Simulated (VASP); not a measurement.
Write the native input for VASP 6.6.1 that does the following.

| Item | Value |
| --- | --- |
| Task | single point |
| Functional | PBEsol |
| Potentials or basis | VASP PAW PBE potentials, release 64 (Be) |
| Cutoff | 520 eV |
| k mesh | 24 × 24 × 12 |
| Occupations | gaussian, width 0.1 eV |
| Spin | no spin polarisation |
| Dipole correction | no |
| Further INCAR settings | ALGO = Normal; EDIFF = 1e-06; NBANDS = 9 |

The structure of Be lies in POSCAR:

```
Be
1.0
    2.2092088205      0.0000000000      0.0000000000
   -1.1046044103      1.9132309608      0.0000000000
    0.0000000000      0.0000000000      3.4866131580
Be
2
Direct
    0.3333333333      0.6666666667      0.2500000000
    0.6666666667      0.3333333333      0.7500000000
```

The input as run:

INCAR

```
PREC = Accurate
ENCUT = 520
EDIFF = 1E-6
ISMEAR = 0
SIGMA = 0.1
LREAL = False
LASPH = True
NELM = 100
ALGO = Normal
ISIF = 2
LWAVE = False
LCHARG = False
GGA = PS
NBANDS = 9
```

KPOINTS

```
regular mesh
0
Gamma
  24 24 12
```

Potentials or basis: VASP PAW PBE potentials, release 64 (Be).

Run with:

```console
$ cat potpaw_PBE.64/Be/POTCAR > POTCAR
$ mpirun -np 1 vasp_std > vasp.out
```

Results of the run:

The pressure is 8.9 GPa. The band gap on the k mesh is zero (bands 2 and 3 overlap by 2.15 eV).

Caveat: the cell stands under pressure; the PAW data sets were made with another functional, which shifts forces and pressure a little.

Wall time 10 s on 1 thread of Intel(R) Xeon(R) 6975P-C (Granite Rapids) (shared host), peak memory 0.15 GiB.
